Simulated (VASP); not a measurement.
Write the native input for VASP 6.6.1 that does the following.

| Item | Value |
| --- | --- |
| Task | single point |
| Functional | LDA |
| Potentials or basis | VASP PAW LDA potentials, release 64 (Si, Ni) |
| Cutoff | 520 eV |
| k mesh | 14 × 14 × 14 |
| Occupations | gaussian, width 0.15 eV |
| Spin | no spin polarisation |
| Dipole correction | no |
| Further INCAR settings | ALGO = Normal; EDIFF = 1e-07; NBANDS = 16 |

The structure of Si2Ni lies in POSCAR:

```
Si2Ni
1.0
    0.0000000000      2.5042594055      2.5042594055
    2.5042594055      0.0000000000      2.5042594055
    2.5042594055      2.5042594055      0.0000000000
Si Ni
2 1
Direct
    0.2500000000      0.2500000000      0.2500000000
    0.7500000000      0.7500000000      0.7500000000
    0.0000000000      0.0000000000      0.0000000000
```

One way to write it, as run:

INCAR

```
SYSTEM = Si2Ni
PREC     = Accurate       ! precision mode
ENCUT    = 520            ! plane-wave cutoff, eV
EDIFF    = 1E-7           ! SCF threshold, eV
ISMEAR   = 0              ! smearing method
SIGMA    = 0.15           ! smearing width, eV
LREAL    = .FALSE.        ! projectors in reciprocal space
LASPH    = .TRUE.         ! aspherical terms in the spheres
NELM     = 60             ! most SCF steps
ALGO     = Normal         ! electronic algorithm
ISIF     = 2              ! what is computed and relaxed
LWAVE    = .FALSE.        ! write WAVECAR
LCHARG   = .FALSE.        ! write CHGCAR
GGA      = CA             ! functional
NBANDS   = 16             ! bands
```

KPOINTS

```
regular mesh
0
G
  14 14 14
  0 0 0
```

Potentials or basis: VASP PAW LDA potentials, release 64 (Si, Ni).

The run is started by

```console
$ cat potpaw_LDA.64/Si/POTCAR potpaw_LDA.64/Ni/POTCAR > POTCAR
$ mpirun -np 1 vasp_std > vasp.out
```

It gave:

| Item | Value |
| --- | --- |
| Pressure | 52.7 GPa |
| Band gap on the k mesh | zero (band 9 reaches 15.92 eV, above the bottom of band 10 at 14.08 eV) |

Wall time 120 s on 1 thread of AMD EPYC 7R13, on a shared host, peak memory 0.15 GiB.
